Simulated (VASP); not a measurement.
# MgH2: single point with r2SCAN

Crystal: MgH2.

```
Mg H
1.0
     0.00000    2.31514    2.31514
     2.31514    0.00000    2.31514
     2.31514    2.31514    0.00000
Mg H
1 2
Direct
  0.00000 0.00000 0.00000
  0.75000 0.75000 0.75000
  0.25000 0.25000 0.25000
```

```
Program             : VASP 6.6.1
Task                : single point
Functional          : r2SCAN
Potentials or basis : VASP PAW PBE potentials, release 64 (Mg, H)
Cutoff              : 520 eV
k mesh              : 16 × 16 × 16
Occupations         : gaussian, width 0.1 eV
Spin                : no spin polarisation
```

```
Pressure               : 3.7 GPa
Band gap on the k mesh : zero (bands 2 and 3 overlap by 1.10 eV)
```

Levels at points of the mesh, in eV from the Fermi level:
```
           k point  band 1  band 2  band 3  band 4  band 5  band 6  band 7
(0.00, 0.00, 0.00)  -11.16    0.77    9.84    9.84    9.84   13.49   13.49
(0.50, 0.00, 0.00)   -6.50   -6.45    7.33    8.49    9.61    9.61   10.15
(0.50, 0.50, 0.00)   -6.60   -2.95   -0.33    5.11    5.11    9.16   18.95
```

Run time: 43 s on 1 thread of Intel(R) Xeon(R) 6975P-C (Granite Rapids), on a shared host, peak memory 0.17 GiB.

Caveat: the cell stands under pressure; the PAW data sets were made with another functional, which shifts forces and pressure a little.
